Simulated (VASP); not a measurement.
# Si (a cell with a defect) in VASP: further runs, part 2 of 2

VASP 6.6.1.

### 3 Relaxation of the atoms, PBE+D3(BJ)

Contents of INCAR:

```
  PREC = Accurate
  ENCUT = 450
  EDIFF = 1E-7
  ISMEAR = 0
  SIGMA = 0.02
  LREAL = Auto
  LASPH = True
  NELM = 120
  ALGO = Normal
  ISIF = 2
  LWAVE = False
  LCHARG = False
  GGA = PE
  IVDW = 12
  IBRION = 2
  NSW = 80
  EDIFFG = -0.03
  NELECT = 254.0
  GGA_COMPAT = False
  NELMIN = 4
```

Contents of KPOINTS:

```
regular mesh
0
Gamma
  1 1 1
```

Contents of POSCAR:

```
Si
1.0
   10.8600000000      0.0000000000      0.0000000000
    0.0000000000     10.8600000000      0.0000000000
    0.0000000000      0.0000000000     10.8600000000
Si
63
Direct
    0.3750000000      0.1250000000     -0.1250000000
    0.6250000000      0.1250000000      0.1250000000
    0.7500000000      0.2500000000      0.0000000000
    0.8750000000      0.3750000000      0.1250000000
    0.7500000000      0.0000000000      0.2500000000
    0.8750000000      0.1250000000      0.3750000000
    0.0000000000      0.0000000000      0.0000000000
    0.1250000000      0.1250000000      0.1250000000
    0.2500000000      0.2500000000      0.0000000000
    0.3750000000      0.3750000000      0.1250000000
    0.5000000000      0.5000000000      0.0000000000
    0.6250000000      0.6250000000      0.1250000000
    0.7500000000      0.7500000000      0.0000000000
    0.8750000000      0.8750000000      0.1250000000
    0.2500000000      0.0000000000      0.2500000000
    0.3750000000      0.1250000000      0.3750000000
    0.5000000000      0.2500000000      0.2500000000
    0.6250000000      0.3750000000      0.3750000000
    0.7500000000      0.5000000000      0.2500000000
    0.8750000000      0.6250000000      0.3750000000
    0.5000000000      0.0000000000      0.5000000000
    0.6250000000      0.1250000000      0.6250000000
    0.7500000000      0.2500000000      0.5000000000
    0.8750000000      0.3750000000      0.6250000000
    0.7500000000      0.0000000000      0.7500000000
    0.8750000000      0.1250000000      0.8750000000
    0.0000000000      0.5000000000      0.0000000000
    0.1250000000      0.6250000000      0.1250000000
    0.2500000000      0.7500000000      0.0000000000
    0.3750000000      0.8750000000      0.1250000000
    0.0000000000      0.2500000000      0.2500000000
    0.1250000000      0.3750000000      0.3750000000
    0.2500000000      0.5000000000      0.2500000000
    0.3750000000      0.6250000000      0.3750000000
    0.5000000000      0.7500000000      0.2500000000
    0.6250000000      0.8750000000      0.3750000000
    0.0000000000      0.0000000000      0.5000000000
    0.1250000000      0.1250000000      0.6250000000
    0.2500000000      0.2500000000      0.5000000000
    0.3750000000      0.3750000000      0.6250000000
    0.5000000000      0.5000000000      0.5000000000
    0.6250000000      0.6250000000      0.6250000000
    0.7500000000      0.7500000000      0.5000000000
    0.8750000000      0.8750000000      0.6250000000
    0.2500000000      0.0000000000      0.7500000000
    0.5000000000      0.2500000000      0.7500000000
    0.6250000000      0.3750000000      0.8750000000
    0.7500000000      0.5000000000      0.7500000000
    0.8750000000      0.6250000000      0.8750000000
    0.0000000000      0.7500000000      0.2500000000
    0.1250000000      0.8750000000      0.3750000000
    0.0000000000      0.5000000000      0.5000000000
    0.1250000000      0.6250000000      0.6250000000
    0.2500000000      0.7500000000      0.5000000000
    0.3750000000      0.8750000000      0.6250000000
    0.0000000000      0.2500000000      0.7500000000
    0.1250000000      0.3750000000      0.8750000000
    0.2500000000      0.5000000000      0.7500000000
    0.3750000000      0.6250000000      0.8750000000
    0.5000000000      0.7500000000      0.7500000000
    0.6250000000      0.8750000000      0.8750000000
    0.0000000000      0.7500000000      0.7500000000
    0.1250000000      0.8750000000      0.8750000000
```

Potentials or basis: VASP PAW PBE potentials, release 64 (Si).

Command:

```bash
cat potpaw_PBE.64/Si/POTCAR > POTCAR
mpirun -np 1 vasp_gam > vasp.out
```

Run time: 32 min. Hardware: 1 thread of AMD EPYC 7R43 (Zen 3), shared host; peak memory 0.97 GiB.

Results (log left out):

| Property | Result |
| --- | --- |
| Free energy | -339.2618 eV |
| Energy gained by relaxing | 1.8 meV/atom |
| Ionic steps | 10 |
| Largest force after relaxing | 0.018 eV/Å |
| Dispersion energy per atom | -0.317 eV |

Forces on the atoms (eV/Å):
```
Si   0.008 -0.008  0.008
Si  -0.008 -0.008 -0.008
Si   0.005  0.005  0.003
Si   0.000  0.000  0.018
Si   0.005  0.003  0.005
Si   0.000  0.018  0.000
Si   0.000  0.000  0.000
Si   0.008 -0.005 -0.005
Si  -0.005  0.005 -0.003
Si   0.005 -0.008 -0.005
Si   0.000  0.000  0.000
Si  -0.005  0.008 -0.005
Si   0.005 -0.005 -0.003
Si  -0.008  0.005 -0.005
Si  -0.005 -0.003  0.005
Si   0.005 -0.005 -0.008
Si   0.003  0.005  0.005
Si   0.018  0.000  0.000
Si   0.005  0.016  0.005
Si   0.000  0.000  0.000
Si   0.000  0.000  0.000
Si  -0.005 -0.005  0.008
Si   0.005  0.005  0.016
Si   0.000  0.000  0.000
Si   0.005 -0.003 -0.005
Si  -0.008 -0.005  0.005
Si   0.000  0.000  0.000
Si   0.000  0.000  0.018
Si  -0.005 -0.005  0.003
Si   0.008  0.008 -0.008
Si   0.016  0.005  0.005
Si   0.000  0.000  0.000
Si  -0.005 -0.016  0.005
Si  -0.018  0.000  0.000
Si  -0.003 -0.005  0.005
Si  -0.005  0.005 -0.008
Si   0.000  0.000  0.000
Si   0.000  0.018  0.000
Si  -0.005  0.005 -0.016
Si  -0.018  0.000  0.000
Si   0.000  0.000  0.000
Si   0.018  0.000  0.000
Si   0.005 -0.005 -0.016
Si   0.000 -0.018  0.000
Si  -0.005  0.003 -0.005
Si  -0.003  0.005 -0.005
Si  -0.005 -0.008  0.005
Si   0.005 -0.016 -0.005
Si   0.000  0.000 -0.018
Si  -0.016 -0.005  0.005
Si   0.000 -0.018  0.000
Si   0.000  0.000  0.000
Si   0.000  0.000  0.000
Si  -0.005 -0.005  0.016
Si   0.005  0.005  0.008
Si  -0.016  0.005 -0.005
Si   0.000  0.000 -0.018
Si  -0.005  0.016 -0.005
Si   0.005  0.008  0.005
Si   0.003 -0.005 -0.005
Si  -0.008  0.008  0.008
Si   0.016 -0.005 -0.005
Si   0.008  0.005  0.005
```

The path:
```
step  energy change (eV)  largest force (eV/Å)  pressure (GPa)
   1              0.0000                0.2409            2.03
   2             -0.0306                0.2144            1.98
   3             -0.0354                0.1998            1.94
   4             -0.0528                0.1792            1.91
   5             -0.0776                0.1284            1.80
   6             -0.0910                0.0942            1.77
   7             -0.1081                0.0810            1.70
   8             -0.1127                0.0409            1.68
   9             -0.1141                0.0376            1.67
  10             -0.1155                0.0182            1.67
```

Final structure:
```
CELL_PARAMETERS angstrom
10.86000 0.00000 0.00000
0.00000 10.86000 0.00000
0.00000 0.00000 10.86000
ATOMIC_POSITIONS crystal
Si 0.38336 0.11664 0.88336
Si 0.61664 0.11664 0.11664
Si 0.74721 0.24721 0.99970
Si 0.87403 0.37403 0.12383
Si 0.74721 0.99970 0.24721
Si 0.87403 0.12383 0.37403
Si 0.00000 0.00000 0.00000
Si 0.12512 0.12465 0.12465
Si 0.25279 0.24721 0.00030
Si 0.37535 0.37488 0.12465
Si 0.50000 0.50000 0.00000
Si 0.62465 0.62512 0.12465
Si 0.74721 0.75279 0.00030
Si 0.87488 0.87535 0.12465
Si 0.25279 0.00030 0.24721
Si 0.37535 0.12465 0.37488
Si 0.49970 0.24721 0.24721
Si 0.62383 0.37403 0.37403
Si 0.74960 0.49932 0.24960
Si 0.87516 0.62484 0.37516
Si 0.50000 0.00000 0.50000
Si 0.62465 0.12465 0.62512
Si 0.74960 0.24960 0.49932
Si 0.87516 0.37516 0.62484
Si 0.74721 0.00030 0.75279
Si 0.87488 0.12465 0.87535
Si 0.00000 0.50000 0.00000
Si 0.12597 0.62597 0.12383
Si 0.25279 0.75279 0.99970
Si 0.38336 0.88336 0.11664
Si 0.99932 0.24960 0.24960
Si 0.12484 0.37516 0.37516
Si 0.25040 0.50068 0.24960
Si 0.37617 0.62597 0.37403
Si 0.50030 0.75279 0.24721
Si 0.62465 0.87535 0.37488
Si 0.00000 0.00000 0.50000
Si 0.12597 0.12383 0.62597
Si 0.25040 0.24960 0.50068
Si 0.37617 0.37403 0.62597
Si 0.50000 0.50000 0.50000
Si 0.62383 0.62597 0.62597
Si 0.74960 0.75040 0.50068
Si 0.87403 0.87617 0.62597
Si 0.25279 0.99970 0.75279
Si 0.50030 0.24721 0.75279
Si 0.62465 0.37488 0.87535
Si 0.74960 0.50068 0.75040
Si 0.87403 0.62597 0.87617
Si 0.00068 0.75040 0.24960
Si 0.12597 0.87617 0.37403
Si 0.00000 0.50000 0.50000
Si 0.12484 0.62484 0.62484
Si 0.25040 0.75040 0.49932
Si 0.37535 0.87535 0.62512
Si 0.00068 0.24960 0.75040
Si 0.12597 0.37403 0.87617
Si 0.25040 0.49932 0.75040
Si 0.37535 0.62512 0.87535
Si 0.49970 0.75279 0.75279
Si 0.61664 0.88336 0.88336
Si 0.99932 0.75040 0.75040
Si 0.12512 0.87535 0.87535
```

Levels at points of the mesh, in eV from the Fermi level:
```
           k point  band 124  band 125  band 126  band 127  band 128  band 129  band 130  band 131  band 132  band 133
(0.00, 0.00, 0.00)     -0.89     -0.89     -0.01     -0.01     -0.01      0.08      0.08      0.18      0.18      0.18
```

Caveat: the k points lie up to 0.58 Å⁻¹ apart; the cell carries a net charge on a neutralising background, which shifts energy and pressure; the cell is charged against a uniform background, so pressure and absolute levels hang on convention.
